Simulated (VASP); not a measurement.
A run of VASP 6.6.1:

Contents of INCAR:

```
SYSTEM = Ni
ALGO = Normal
EDIFF = 1E-6
ENCUT = 520
GGA = CA
ISIF = 2
ISMEAR = -1
ISPIN = 2
LASPH = .TRUE.
LCHARG = .FALSE.
LMAXMIX = 4
LORBIT = 11
LREAL = .FALSE.
LWAVE = .FALSE.
MAGMOM = 1
NBANDS = 15
NELM = 150
PREC = Accurate
SIGMA = 0.05
```

Contents of KPOINTS:

```
k-points
0
G
  17 17 17
  0 0 0
```

Contents of POSCAR:

```
Ni
1.0
   -1.3883273833      1.3883273833      1.3837150000
    1.3883273833     -1.3883273833      1.3837150000
    1.3791026167      1.3791026167     -1.3837150000
Ni
1
Direct
    0.0000000000      0.0000000000      0.0000000000
```

Potentials or basis: VASP PAW LDA potentials, release 64 (Ni).

Run with:

```bash
$ cat potpaw_LDA.64/Ni/POTCAR > POTCAR
$ mpirun -np 1 vasp_std > vasp.out
```

Hardware: 1 thread of Intel Xeon 8259CL, with other jobs on the host.

Estimate the wall time of this run.

Run time: 4.1 min on 1 thread of Intel Xeon 8259CL, on a shared host, peak memory 0.28 GiB. Counts: scf iterations 13, k points 729.
